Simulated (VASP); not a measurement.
Set up this calculation in VASP 6.6.1, as the native input.

```yaml
Task: single point
Functional: PBE
Potentials_or_basis: VASP PAW PBE potentials, release 64 (B_h, N_h)
Cutoff: 910 eV
k_mesh: 4 × 4 × 4, shifted
Occupations: gaussian, width 0.01 eV
Spin: no spin polarisation
Dipole_correction: no
Second_run: hard_potentials
Further_INCAR_settings: ALGO = Normal; EDIFF = 1e-06; NBANDS = 11; ISYM = 0
```

The structure of BN (BN (F-43m)) lies in POSCAR:

```
BN
1.0
    0.0000000000      1.8120551925      1.8120551925
    1.8120551925      0.0000000000      1.8120551925
    1.8120551925      1.8120551925      0.0000000000
B N
1 1
Direct
    0.0000000000      0.0000000000      0.0000000000
    0.2500000000      0.2500000000      0.2500000000
```

The input as run:

INCAR

```
PREC = Accurate
ENCUT = 910
EDIFF = 1E-6
ISMEAR = 0
SIGMA = 0.01
LREAL = F
LASPH = T
NELM = 120
ALGO = Normal
ISIF = 2
LWAVE = F
LCHARG = F
GGA = PE
NBANDS = 11
ISYM = 0
GGA_COMPAT = F
```

KPOINTS

```
Automatic mesh
0
Gamma
  4 4 4
  0.25 0.25 0.25
```

Potentials or basis: VASP PAW PBE potentials, release 64 (B_h, N_h).

Command:

```bash
$ cat potpaw_PBE.64/B_h/POTCAR potpaw_PBE.64/N_h/POTCAR > POTCAR
$ mpirun -np 1 vasp_std > vasp.out
```

Results of the run:

- Pressure: 0.0 GPa
- Band gap on the k mesh: 4.88 eV, indirect (least direct gap 9.01 eV)

Caveat: the k points lie up to 0.75 Å⁻¹ apart; the cutoff is under 1.25 times the usual one of these potentials, so pressure, stress and relaxed cells hold a basis-set (Pulay) error.

It used 270 s of CPU time on 1 thread of AMD EPYC 7R13 Processor (Zen 3), with other jobs on the host.
